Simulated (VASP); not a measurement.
# SiMo6 (Pm-3m) in VASP: single point with PBE

Aim: the single point of SiMo6 with PBE.

All numbers are computed with VASP 6.6.1; they aren't measurements. Logs are shortened: lines on timing, memory, paths and dates and some standing lists are left out, and cuts for length are marked.

## 1. The cell of the first run

Symmetry: Pm-3m, No. 221, cubic system. The conventional cell has a = 6.013 Å, b = 6.013 Å, c = 6.013 Å, α = 90.00°, β = 90.00°, γ = 90.00°. Si (site symmetry m-3m) has 24 Mo at 4.42 Å and 6 Si at 6.01 Å within 6.1 Å. Mo (site symmetry 4mm) has 5 Mo at 2.41 to 2.55 Å within 3.2 Å.

The cell was built from a structure type or drawn by symmetry, and may not be a known phase.

## 2. Single point, PBE, collinear spin

INCAR reads:

```
PREC = Accurate ; ENCUT = 520
EDIFF = 1E-6 ; ISMEAR = 0
SIGMA = 0.1 ; LREAL = F
LASPH = T ; NELM = 150
ALGO = Normal ; ISIF = 2
LWAVE = F ; LCHARG = F
ISPIN = 2 ; MAGMOM = 0 1 1 1 1 1 1
LORBIT = 11 ; LMAXMIX = 4
GGA = PE ; NBANDS = 57
```

KPOINTS reads:

```
regular mesh
0
Gamma
  4 4 4
```

POSCAR reads:

```
SiMo6
1.0
    6.0125777343      0.0000000000      0.0000000000
    0.0000000000      6.0125777343      0.0000000000
    0.0000000000      0.0000000000      6.0125777343
Si Mo
1 6
Direct
    0.0000000000      0.0000000000      0.0000000000
    0.2002310282      0.5000000000      0.5000000000
    0.5000000000      0.2002310282      0.5000000000
    0.7997689718      0.5000000000      0.5000000000
    0.5000000000      0.7997689718      0.5000000000
    0.5000000000      0.5000000000      0.2002310282
    0.5000000000      0.5000000000      0.7997689718
```

Potentials or basis: VASP PAW PBE potentials, release 64 (Si, Mo_sv).

Launch:

```console
> cat potpaw_PBE.64/Si/POTCAR potpaw_PBE.64/Mo_sv/POTCAR > POTCAR
> mpirun -np 1 vasp_std > vasp.out
```

OUTCAR:

```text
PREC = Accurate
   ENCUT = 520
   EDIFF = 1E-6
   ISMEAR = 0
   LREAL = F
   LASPH = T
   NELM = 150
   ISIF = 2
   ISPIN = 2
   LORBIT = 11
   GGA = PE

 ion  position               nearest neighbor table
   1  0.000  0.000  0.000-
   2  0.200  0.500  0.500-   4 2.41   3 2.55   5 2.55   6 2.55   7 2.55
   3  0.500  0.200  0.500-   5 2.41   4 2.55   2 2.55   6 2.55   7 2.55
   4  0.800  0.500  0.500-   2 2.41   3 2.55   5 2.55   6 2.55   7 2.55
   5  0.500  0.800  0.500-   3 2.41   2 2.55   4 2.55   6 2.55   7 2.55
   6  0.500  0.500  0.200-   7 2.41   3 2.55   4 2.55   5 2.55   2 2.55
   7  0.500  0.500  0.800-   6 2.41   3 2.55   4 2.55   5 2.55   2 2.55

  LATTYP: Found a simple cubic cell.
 ALAT       =     6.0125777343

  Lattice vectors:

 A1 = (   6.0125777343,   0.0000000000,   0.0000000000)
 A2 = (   0.0000000000,   6.0125777343,   0.0000000000)
 A3 = (   0.0000000000,   0.0000000000,   6.0125777343)

Analysis of symmetry for initial positions (statically):
=====================================================================
 Subroutine PRICEL returns:
 Original cell was already a primitive cell.

 Routine SETGRP: Setting up the symmetry group for a
 simple cubic supercell.

 Subroutine GETGRP returns: Found 48 space group operations
 (whereof 48 operations were pure point group operations)
 out of a pool of 48 trial point group operations.

The static configuration has the point symmetry O_h .

Analysis of symmetry for dynamics (positions and initial velocities):
=====================================================================
 Subroutine PRICEL returns:
 Original cell was already a primitive cell.

 Routine SETGRP: Setting up the symmetry group for a
 simple cubic supercell.

 Subroutine GETGRP returns: Found 48 space group operations
 (whereof 48 operations were pure point group operations)
 out of a pool of 48 trial point group operations.

The dynamic configuration has the point symmetry O_h .

Analysis of structural, dynamic, and magnetic symmetry:
=====================================================================
 Subroutine PRICEL returns:
 Original cell was already a primitive cell.

 Routine SETGRP: Setting up the symmetry group for a
 simple cubic supercell.

 Subroutine GETGRP returns: Found 48 space group operations
 (whereof 48 operations were pure point group operations)
 out of a pool of 48 trial point group operations.

The overall configuration has the point symmetry O_h .

 Subroutine INISYM returns: Found 48 space group operations
 (whereof 48 operations are pure point group operations),
 and found     1 'primitive' translations

----------------------------------------------------------------------------------------

                                     Primitive cell

  volume of cell :     217.3612

  direct lattice vectors                    reciprocal lattice vectors
     6.012577734  0.000000000  0.000000000     0.166318016  0.000000000  0.000000000
     0.000000000  6.012577734  0.000000000     0.000000000  0.166318016  0.000000000
     0.000000000  0.000000000  6.012577734     0.000000000  0.000000000  0.166318016

  length of vectors
     6.012577734  6.012577734  6.012577734     0.166318016  0.166318016  0.166318016

  position of ions in fractional coordinates (direct lattice)
     0.000000000  0.000000000  0.000000000
     0.200231028  0.500000000  0.500000000
     0.500000000  0.200231028  0.500000000
     0.799768972  0.500000000  0.500000000
     0.500000000  0.799768972  0.500000000
     0.500000000  0.500000000  0.200231028
     0.500000000  0.500000000  0.799768972

  ion indices of the primitive-cell ions
   primitive index   ion index
                 1           1
                 2           2
                 3           3
                 4           4
                 5           5
                 6           6
                 7           7
[... 33 lines left out ...]
  0.500000  0.250000  0.000000     12.000000
  0.500000  0.500000  0.000000      3.000000
  0.250000  0.250000  0.250000      8.000000
  0.500000  0.250000  0.250000     12.000000
  0.500000  0.500000  0.250000      6.000000
  0.500000  0.500000  0.500000      1.000000
   k-points           NKPTS =     10   k-points in BZ     NKDIM =     10   number of bands    NBANDS=     57
   number of dos      NEDOS =    301   number of ions     NIONS =      7
   total plane-waves  NPLWV = 110592
   dimension x,y,z NGX =    48 NGY =   48 NGZ =   48
   dimension x,y,z NGXF=    96 NGYF=   96 NGZF=   96
   ions per type =               1   6
   NGX,Y,Z   is equivalent  to a cutoff of  13.27, 13.27, 13.27 a.u.
   NGXF,Y,Z  is equivalent  to a cutoff of  26.54, 26.54, 26.54 a.u.
 SYSTEM =  unknown system
   PREC   = accura    normal or accurate (medium, high low for compatibility)
   ISTART =      0    job   : 0-new  1-cont  2-samecut
   ICHARG =      2    charge: 1-file 2-atom 10-const
   ISPIN  =      2    spin polarized calculation?
   LNONCOLLINEAR =      F non collinear calculations
   LSORBIT =      F    spin-orbit coupling
   LASPH  =      T    aspherical Exc in radial PAW
   ENCUT  =  520.0 eV  38.22 Ry    6.18 a.u.  11.18 11.18 11.18*2*pi/ulx,y,z
   NELM   =    150;   NELMIN=  2; NELMDL= -5     # of ELM steps
   EDIFF  = 0.1E-05   stopping-criterion for ELM
   LREAL  =      F    real-space projection
   EDIFFG = 0.1E-04   stopping-criterion for IOM
   NSW    =      0    number of steps for IOM
   IBRION =     -1    ionic relax: 0-MD 1-quasi-New 2-CG
   NFREE  =      0    steps in history (QN), initial steepest desc. (CG)
   ISIF   =      2    stress and relaxation
   ISYM   =      2    0-nonsym 1-usesym 2-fastsym
   POTIM  = 0.5000    time-step for ionic-motion
   TEBEG  =    0.0;   TEEND  =   0.0 temperature during run
   PSTRESS=    0.0 pullay stress
   NELECT =      88.0000    total number of electrons
   NUPDOWN=      -1.0000    fix difference up-down
   EMIN   =  10.00;   EMAX   =-10.00  energy-range for DOS
   EFERMI =   0.00;   METHOD = LEGACY
   ISMEAR =     0;   SIGMA  =   0.10  broadening in eV -4-tet -1-fermi 0-gaus
   EFERMI_NEDOS =   21; number of points for ismear=-14 and -15
   IALGO  =     38    algorithm
   IMIX   =      4    mixing-type and parameters
     AMIX     =   0.40;   BMIX     =  1.00
     AMIX_MAG =   1.60;   BMIX_MAG =  1.00
  volume/ion in A,a.u.               =      31.05       209.55
  Fermi-wavevector in a.u.,A,eV,Ry     =   1.211086  2.288621 19.956067  1.466730
  Thomas-Fermi vector in A             =   2.346613
   LORBIT       =     11    0 simple, 1 ext, 2 COOP (PROOUT), +10 PAW based schemes
   GGA     = PE    functional components
   LHFCALC =     F    Hartree Fock is set to
   AEXX    =    0.0000 exact exchange contribution
   IVDW    =     0    specifies the selected vdW correction
   LEPSILON=     F    determine dielectric tensor
   LRPA    =     F    only Hartree local field effects (RPA)
 spin polarized calculation
 Gauss-broadening in eV      SIGMA  =   0.10
  energy-cutoff  :      520.00
  volume of cell :      217.36
 maximum number of plane-waves:      5904
 NGX is ok and might be reduce to    48
   NGX = 23   NGY = 23   NGZ = 23

 number of electron      88.0000023 magnetization       0.0016208

 Free energy of the ion-electron system (eV)
  ---------------------------------------------------
  ext. energy  EPLUGINS =         0.00000000
  ---------------------------------------------------
  free energy    TOTEN  =       -53.25750447 eV

  energy without entropy =      -53.21009408  energy(sigma->0) =      -53.23379927

 E-fermi :   3.5879     XC(G=0):  -8.9786

 val. band max:        3.5780774243   @ k =   0.5000   0.5000   0.2500
 cond. band min:       3.6008392913   @ k =   0.2500   0.2500   0.2500
 fundamental gap:      0.0227618671
 Fermi energy:         3.5878564939

 spin component 1

 k-point     1 :       0.0000    0.0000    0.0000
  band No.  band energies     occupation
      1     -56.9133      1.00000
      2     -56.5600      1.00000
      3     -56.5600      1.00000
      4     -56.4592      1.00000
      5     -56.4592      1.00000
      6     -56.4592      1.00000
[... 579 lines left out ...]
     55       5.4907      0.00000
     56       5.4907      0.00000
 Fermi energy:         3.5878564939

 spin component 2

 k-point     1 :       0.0000    0.0000    0.0000
  band No.  band energies     occupation
      1     -56.9132      1.00000
      2     -56.5599      1.00000
      3     -56.5599      1.00000
      4     -56.4591      1.00000
      5     -56.4591      1.00000
      6     -56.4591      1.00000
[... 579 lines left out ...]
     55       5.4909      0.00000
     56       5.4909      0.00000
 [bands above 56 left out]

------------------------ aborting loop because EDIFF is reached ----------------------------------------

  FORCE on cell =-STRESS in cart. coord.  units (eV):
  Direction    XX          YY          ZZ          XY          YZ          ZX
  --------------------------------------------------------------------------------------
  -------------------------------------------------------------------------------------
  Total        0.2917025      0.2917025      0.2917025     -0.0000000     -0.0000000     -0.0000000
  in kB        2.1501492      2.1501492      2.1501492     -0.0000000     -0.0000000     -0.0000000
  external PRESSURE =       2.1501492 kB  Pullay stress =       0.0000000 kB

 VOLUME and BASIS-vectors are now :
 -----------------------------------------------------------------------------
  energy-cutoff  :      520.00
  volume of cell :      217.36
      direct lattice vectors                 reciprocal lattice vectors
     6.012577734  0.000000000  0.000000000     0.166318016  0.000000000  0.000000000
     0.000000000  6.012577734  0.000000000     0.000000000  0.166318016  0.000000000
     0.000000000  0.000000000  6.012577734     0.000000000  0.000000000  0.166318016

 POSITION                                       TOTAL-FORCE (eV/Angst)
 -----------------------------------------------------------------------------------
      0.00000      0.00000      0.00000        -0.000000     -0.000000     -0.000000
      1.20390      3.00629      3.00629         0.008515     -0.000000     -0.000000
      3.00629      1.20390      3.00629        -0.000000      0.008515     -0.000000
      4.80867      3.00629      3.00629        -0.008515     -0.000000     -0.000000
      3.00629      4.80867      3.00629         0.000000     -0.008515     -0.000000
      3.00629      3.00629      1.20390         0.000000     -0.000000      0.008515
      3.00629      3.00629      4.80867        -0.000000     -0.000000     -0.008515
 -----------------------------------------------------------------------------------
    total drift:                                0.000000     -0.000000      0.000000

  FREE ENERGIE OF THE ION-ELECTRON SYSTEM (eV)
  ---------------------------------------------------
  free  energy   TOTEN  =       -53.2575044700 eV

  energy  without entropy=      -53.2100940781  energy(sigma->0) =      -53.23379927

 total charge

# of ion       s       p       d       tot
------------------------------------------
    1        0.978   0.438   0.000   1.416
    2        2.417   6.087   4.203  12.708
    3        2.417   6.087   4.203  12.708
    4        2.417   6.087   4.203  12.708
    5        2.417   6.087   4.203  12.708
    6        2.417   6.087   4.203  12.708
    7        2.417   6.087   4.203  12.708
--------------------------------------------------
tot         15.481  36.961  25.221  77.663

 magnetization (x)

# of ion       s       p       d       tot
------------------------------------------
    1        0.000  -0.000   0.000  -0.000
    2        0.000   0.000   0.000   0.000
    3        0.000   0.000   0.000   0.000
    4        0.000   0.000   0.000   0.000
    5        0.000   0.000   0.000   0.000
    6        0.000   0.000   0.000   0.000
    7        0.000   0.000   0.000   0.000
--------------------------------------------------
tot          0.000  -0.000   0.001   0.001
```

Wall time 2.3 min (1 thread of Intel Xeon 6975P-C (Granite Rapids), shared host); peak memory 0.49 GiB.

What came out:

```
Free energy                                           : -53.2575 eV
Pressure                                              : 0.2 GPa
Largest force                                         : 0.009 eV/Å
Band gap on the k mesh                                : zero (filled and empty bands overlap)
Net moment                                            : 0.00 μB per cell
Valence electrons inside the program's atomic spheres : Si 1.42; Mo 12.71
```

Forces on the atoms (eV/Å):
```
Si   0.000  0.000  0.000
Mo   0.009  0.000  0.000
Mo   0.000  0.009  0.000
Mo  -0.009  0.000  0.000
Mo   0.000 -0.009  0.000
Mo   0.000  0.000  0.009
Mo   0.000  0.000 -0.009
```

Levels at points of the mesh, in eV from the Fermi level:
Spin up:
```
           k point  band 42  band 43  band 44  band 45  band 46  band 47
(0.00, 0.00, 0.00)    -0.28    -0.10    -0.10     0.93     0.93     0.93
(0.50, 0.00, 0.00)    -0.12    -0.12    -0.09     0.03     0.61     0.61
(0.50, 0.50, 0.00)    -0.37    -0.13     0.08     0.47     0.47     0.66
(0.50, 0.50, 0.50)    -0.65    -0.50    -0.50    -0.50     0.67     0.67
```
Spin down:
| k point | band 40 | band 41 | band 42 | band 43 | band 44 | band 45 | band 46 | band 47 | band 48 | band 49 |
| --- | --- | --- | --- | --- | --- | --- | --- | --- | --- | --- |
| (0.00, 0.00, 0.00) | -0.28 | -0.28 | -0.28 | -0.10 | -0.10 | 0.93 | 0.93 | 0.93 | 0.97 | 0.97 |
| (0.50, 0.00, 0.00) | -0.61 | -0.17 | -0.12 | -0.12 | -0.09 | 0.03 | 0.62 | 0.62 | 1.22 | 1.47 |
| (0.50, 0.50, 0.00) | -0.83 | -0.36 | -0.36 | -0.13 | 0.08 | 0.47 | 0.47 | 0.66 | 0.97 | 1.35 |
| (0.50, 0.50, 0.50) | -0.65 | -0.65 | -0.65 | -0.50 | -0.50 | -0.50 | 0.67 | 0.67 | 0.67 | 1.48 |
